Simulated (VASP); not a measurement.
Input of a VASP 6.6.1 run:

File INCAR:

```
SYSTEM = C
PREC = Accurate
ENCUT = 520
EDIFF = 1E-6
ISMEAR = 0
SIGMA = 0.05
LREAL = .FALSE.
LASPH = .TRUE.
NELM = 80
ALGO = Normal
ISIF = 2
LWAVE = .FALSE.
LCHARG = .TRUE.
LELF = .TRUE.
LVHAR = .TRUE.
NBANDS = 11
```

File KPOINTS:

```
regular mesh
0
G
  12 12 12
  0 0 0
```

POSCAR

```
C
1.0
    0.0000000000      1.8512892956      1.7220693028
    1.8512892956      0.0000000000      1.7220693028
    1.8512892956      1.8512892956      0.0000000000
C
2
Direct
    0.5000000000      0.5000000000      0.5000000000
    0.7500000000      0.7500000000      0.7500000000
```

Potentials or basis: VASP PAW LDA potentials, release 64 (C).

The run is started by

```sh
$ cat potpaw_LDA.64/C/POTCAR > POTCAR
$ mpirun -np 1 vasp_std > vasp.out
```

Task: Estimate the pressure.

Result: -27.1 GPa.

Task: Estimate the band gap on the k mesh.

Result: 2.31 eV, indirect (least direct gap 4.25 eV).

Stress tensor (GPa, compression positive):
```
-46.92   0.00   0.00
  0.00 -46.92   0.00
  0.00   0.00  12.40
```

 A k mesh can miss the band edges.
